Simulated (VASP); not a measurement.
A run of VASP 6.6.1 is set up as follows.

Contents of INCAR:

```
PREC = Accurate
ENCUT = 520
EDIFF = 1E-6
ISMEAR = 0
SIGMA = 0.15
LREAL = F
LASPH = T
NELM = 80
ALGO = Fast
ISIF = 2
LWAVE = F
LCHARG = F
GGA = PE
NBANDS = 20
```

Contents of KPOINTS:

```
regular mesh
0
Gamma
  18 18 10
```

Contents of POSCAR:

```
Tl
1.0
    3.4559983565      0.0000000000      0.0000000000
   -1.7279991783      2.9929823722      0.0000000000
    0.0000000000      0.0000000000      5.3868750000
Tl
2
Direct
    0.3333333333      0.6666666667      0.2500000000
    0.6666666667      0.3333333333      0.7500000000
```

Potentials or basis: VASP PAW PBE potentials, release 64 (Tl_d).

Command:

```console
$ cat potpaw_PBE.64/Tl_d/POTCAR > POTCAR
$ mpirun -np 1 vasp_std > vasp.out
```

(1) Estimate the band gap on the k mesh.

(2) Estimate the pressure.

Results:

(1) zero (bands 13 and 14 overlap by 6.27 eV).

(2) 4.4 GPa.

Caveat: the cell differs from its parent crystal (strain +0.000 along x and y, -0.025 along z); the cell stands under pressure; spin-orbit coupling is left out, which moves the levels of the heavy elements.
